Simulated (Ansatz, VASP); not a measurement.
Zr: VASP beside Ansatz

```
Zr
1.0
     3.23200    0.00000    0.00000
    -1.61600    2.79899    0.00000
     0.00000    0.00000    5.14700
Zr
2
Direct
  0.30654 0.61308 0.25000
  0.66667 0.33333 0.75000
```

Alike in both runs: task single point; functional PBEsol; k mesh 18 × 18 × 10; occupations gaussian, width 0.15 eV; no spin polarisation.

|  | VASP | Ansatz |
| --- | --- | --- |
| version | VASP 6.6.1 | Ansatz 0.2.0 |
| potentials or method | VASP PAW PBE potentials, release 64 (Zr_sv), cutoff 520 eV | scalar-relativistic, plane waves, PAW |
| valence electrons in the cell | 24 | 24 |

```tsv
	VASP	Ansatz	Ansatz less VASP
gap on the k mesh at the Fermi level (eV)	none	none	-
pressure (GPa)	-3.4	-3.4	-0.05
traceless stress, the component that is largest in VASP (GPa)	-0.98	-0.98	+0.004
rms of the force components (eV/Å)	0.069	0.068	-0.0004
```

VASP's potentials were made for PBE, not for PBEsol. Atom by atom the forces differ by 0.000 eV/Å (rms over components). A gap of «none» marks a metal or a gap that the smearing closes.
